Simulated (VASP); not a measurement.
Input of a VASP 6.6.1 run:

INCAR

```
PREC = Accurate
ENCUT = 500
EDIFF = 1E-6
ISMEAR = -1
SIGMA = 0.05
LREAL = F
LASPH = T
NELM = 120
ALGO = Normal
ISIF = 2
LWAVE = F
LCHARG = F
GGA = PS
NBANDS = 16
GGA_COMPAT = F
```

File KPOINTS:

```
regular mesh
0
Gamma
  6 6 6
```

Contents of POSCAR:

```
CdSe
1.0
    0.0000000000      2.9024148804      2.9024148804
    2.9024148804      0.0000000000      2.9024148804
    2.9024148804      2.9024148804      0.0000000000
Cd Se
1 1
Direct
    0.0000000000      0.0000000000      0.0000000000
    0.5000000000      0.5000000000      0.5000000000
```

Potentials or basis: VASP PAW PBE potentials, release 64 (Cd, Se).

Launch:

```sh
$ cat potpaw_PBE.64/Cd/POTCAR potpaw_PBE.64/Se/POTCAR > POTCAR
$ mpirun -np 1 vasp_std > vasp.out
```

Q: Predict the pressure.

A: -4.9 GPa.

Q: Predict the band gap on the k mesh.

A: Zero (band 9 reaches 1.84 eV, above the bottom of band 10 at 1.35 eV).

Caveat: the PAW data sets were made with another functional, which shifts forces and pressure a little.
